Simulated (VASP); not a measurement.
AlN: single point with PBE

AlN:

```xyz
2
Lattice="0.0000 2.1840 2.1840 2.1840 0.0000 2.1840 2.1840 2.1840 0.0000" Properties=species:S:1:pos:R:3 pbc="T T T"
Al    0.0000    0.0000    0.0000
N     2.9760    3.2760    3.2760
```

This cell differs from its parent crystal: atom 2 (N) moved by (-0.300, +0.000) A along x and y.

- Program: VASP 6.6.1
- Task: single point
- Functional: PBE
- Potentials or basis: VASP PAW PBE potentials, release 64 (Al, N)
- Cutoff: 520 eV
- k mesh: 10 × 10 × 10
- Occupations: gaussian, width 0.05 eV
- Spin: no spin polarisation
- Dipole correction: no
- Further INCAR settings: ALGO = Normal; EDIFF = 1e-06; NBANDS = 11

```
Pressure               : 15.4 GPa
Largest force          : 4.015 eV/Å
Band gap on the k mesh : 2.59 eV (least direct gap 3.34 eV)
```

Forces on the atoms (eV/Å):
```
Al  -4.015  0.000  0.000
N    4.015  0.000  0.000
```

Stress tensor (GPa, compression positive):
```
  3.61   0.00   0.00
  0.00  21.31 -24.08
  0.00 -24.08  21.31
```

Levels at points of the mesh, in eV from the valence-band top:
| k point | band 2 | band 3 | band 4 | band 5 | band 6 | band 7 |
| --- | --- | --- | --- | --- | --- | --- |
| (0.00, 0.00, 0.00) | -1.48 | -0.58 | 0.00 | 3.34 | 11.84 | 11.98 |
| (0.50, 0.00, 0.00) | -6.27 | -1.90 | -0.83 | 6.60 | 9.14 | 10.39 |
| (0.00, 0.50, 0.00) | -6.72 | -1.23 | -0.57 | 6.33 | 8.75 | 10.25 |
| (0.50, 0.50, 0.00) | -5.62 | -2.36 | -2.27 | 2.59 | 7.45 | 12.76 |
| (0.00, 0.50, 0.50) | -5.53 | -3.04 | -1.98 | 2.76 | 8.04 | 12.82 |

It took 21 s on 1 thread of Intel(R) Xeon(R) Platinum 8259CL CPU @ 2.50GHz (Skylake/Cascade Lake), with other jobs on the host, peak memory 0.16 GiB.

Caveat: the cell differs from its parent crystal (atom 2 (N) moved by (-0.300, +0.000) A along x and y); the stress differs along the axes, from 4 to 21 GPa; forces of over 1 eV/Å act on the atoms, so gaps and moduli don't describe the material at rest. A k mesh can miss the band edges.
